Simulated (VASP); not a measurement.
A run of VASP 6.6.1:

File INCAR:

```
PREC = Accurate ; ENCUT = 600
EDIFF = 1E-6 ; ISMEAR = -1
SIGMA = 0.05 ; LREAL = F
LASPH = T ; NELM = 100
ALGO = Normal ; ISIF = 3
LWAVE = F ; LCHARG = F
GGA = RE ; IVDW = 12
IBRION = 2 ; NSW = 60
EDIFFG = -0.01
```

Contents of KPOINTS:

```
Automatic mesh
0
Gamma
  11 11 3
```

Contents of POSCAR:

```
Al2O3
1.0
    2.8843249483      0.0000000000      0.0000000000
   -1.4421624742      2.4978986780      0.0000000000
    0.0000000000      0.0000000000      9.3367544600
Al O
2 3
Direct
    0.0000000000      0.0000000000      0.8500076700
    0.0000000000      0.0000000000      0.1499923300
    0.3333333333      0.6666666667      0.7776830800
    0.6666666667      0.3333333333      0.0000000000
    0.3333333333      0.6666666667      0.2223169200
```

Potentials or basis: VASP PAW PBE potentials, release 64 (Al, O).

The run is started by

```console
$ cat potpaw_PBE.64/Al/POTCAR potpaw_PBE.64/O/POTCAR > POTCAR
$ mpirun -np 1 vasp_std > vasp.out
```

Hardware: 1 thread of AMD EPYC 7R13, with other jobs on the host.

Task: How long does it take, and how much memory?

Result: Run time: 21 min on 1 thread of AMD EPYC 7R13, with other jobs on the host, peak memory 0.21 GiB. Counts: scf iterations 319, k points 32, ion steps 39.
